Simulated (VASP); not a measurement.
Write the native input for VASP 6.6.1 that does the following.

```yaml
Task: single point
Functional: LDA
Potentials_or_basis: VASP PAW LDA potentials, release 64 (O, H, S)
Cutoff: 520 eV
k_mesh: 1 × 1 × 1
Occupations: fermi-dirac, width 0.02 eV
Spin: no spin polarisation
Dipole_correction: no
Further_INCAR_settings: LREAL = Auto; ALGO = Normal; EDIFF = 1e-06; NBANDS = 66
```

The structure of H22SO10 lies in POSCAR:

```
H22SO10
1.0
    7.1137870000      0.0000000000      0.0000000000
    0.0000000000      7.1137870000      0.0000000000
    0.0000000000      0.0000000000      7.1137870000
O H S
10 22 1
Direct
    0.7370617085      0.1684897228      0.7265328580
    0.2625465171      0.0436054664      0.3700138899
    0.2534655592      0.6546864560     -0.0762744232
    0.0303916887      0.2918839150      0.9138873570
    0.2610845672      0.5980077840      0.2969726251
    0.5902622612      0.9125659793      0.3884991215
    0.3472271520      0.1736346618      0.0488206914
    0.5541914595      0.4380929595      0.9404273701
    0.4047351994     -0.0240518869      0.7477733027
    0.9110337433      0.0762603660      0.3248480732
    0.8506017962      0.1477272232      0.8027932239
    0.7890031006      0.1644131319      0.5888284257
    0.3180724978      0.0953360004      0.2558131133
    0.1062865672      0.0502123552      0.3432489615
    0.2944844989      0.7780244193     -0.1064411965
    0.2426836789      0.6425831980      0.0726617201
    0.1122889960      0.2637976088      1.0189931186
    0.0381934404      0.4279014820      0.8997458035
    0.1543481693      0.6503849497      0.3759319755
    0.2241422185      0.4713382619      0.3054210085
    0.4519814833      0.9523619417      0.3888364945
    0.5685298140      0.7756346936      0.4046649134
    0.4321889312      0.2782203066      0.0080547815
    0.3611578474      0.0786500917     -0.0673762090
    0.6234653919      0.3960759579      0.8259735637
    0.4527124582      0.5252898351      0.8799673086
    0.3472552664      0.0304900892      0.6179549655
    0.5435923229      0.0301246017      0.7329288886
    0.8788567889      0.1277659846      0.1977990064
    0.7878785238      0.0044983073      0.3452029137
    1.0406271652      0.6708241335      0.7598203320
    1.0316586651      0.8843812726      0.6071449707
    0.9485243233      0.7111823843      0.5878865926
```

One way to write it, as run:

INCAR

```
ALGO = Normal
EDIFF = 1E-6
ENCUT = 520
GGA = CA
GGA_COMPAT = F
ISIF = 2
ISMEAR = -1
LASPH = T
LCHARG = F
LREAL = Auto
LWAVE = F
NBANDS = 66
NELM = 120
PREC = Accurate
SIGMA = 0.02
```

KPOINTS

```
k-points
0
Gamma
  1 1 1
```

Potentials or basis: VASP PAW LDA potentials, release 64 (O, H, S).

The run is started by

```console
$ cat potpaw_LDA.64/O/POTCAR potpaw_LDA.64/H/POTCAR potpaw_LDA.64/S/POTCAR > POTCAR
$ mpirun -np 1 vasp_gam > vasp.out
```

Results of the run:

The pressure is -1.9 GPa, the largest force is 3.044 eV/Å and the band gap on the k mesh is 3.93 eV.

Caveat: the k points lie up to 0.88 Å⁻¹ apart.

Run time: 24 s on 1 thread of Intel(R) Xeon(R) 6975P-C (Granite Rapids), on a shared host, peak memory 0.29 GiB.
